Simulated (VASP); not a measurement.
A run of VASP 6.6.1:

File INCAR:

```
SYSTEM = InSb3
PREC = Accurate
ENCUT = 500
EDIFF = 1E-6
ISMEAR = 0
SIGMA = 0.1
LREAL = .False.
LASPH = .True.
NELM = 120
ALGO = Normal
ISIF = 2
LWAVE = .False.
LCHARG = .False.
GGA = PS
NBANDS = 22
GGA_COMPAT = .False.
```

File KPOINTS:

```
regular mesh
0
Gamma
  1 1 1
  0 0 0
```

Contents of POSCAR:

```
InSb3
1.0
    0.0000000000      3.7945550000      3.7945550000
    3.7945550000      0.0000000000      3.7945550000
    3.7945550000      3.7945550000      0.0000000000
In Sb
1 3
Direct
    0.0000000000      0.0000000000      0.0000000000
    0.2500000000      0.2500000000      0.2500000000
    0.7500000000      0.7500000000      0.7500000000
    0.5000000000      0.5000000000      0.5000000000
```

Potentials or basis: VASP PAW PBE potentials, release 64 (In_d, Sb).

Launch:

```bash
$ cat potpaw_PBE.64/In_d/POTCAR potpaw_PBE.64/Sb/POTCAR > POTCAR
$ mpirun -np 1 vasp_gam > vasp.out
```

Hardware: 1 thread of Intel(R) Xeon(R) 6975P-C (Granite Rapids), on a shared host.

Question: Estimate the wall time of this run.

Answer: Wall time 6.5 s on 1 thread of Intel(R) Xeon(R) 6975P-C (Granite Rapids), with other jobs on the host, peak memory 0.22 GiB. Counts: scf iterations 14, k points 1.
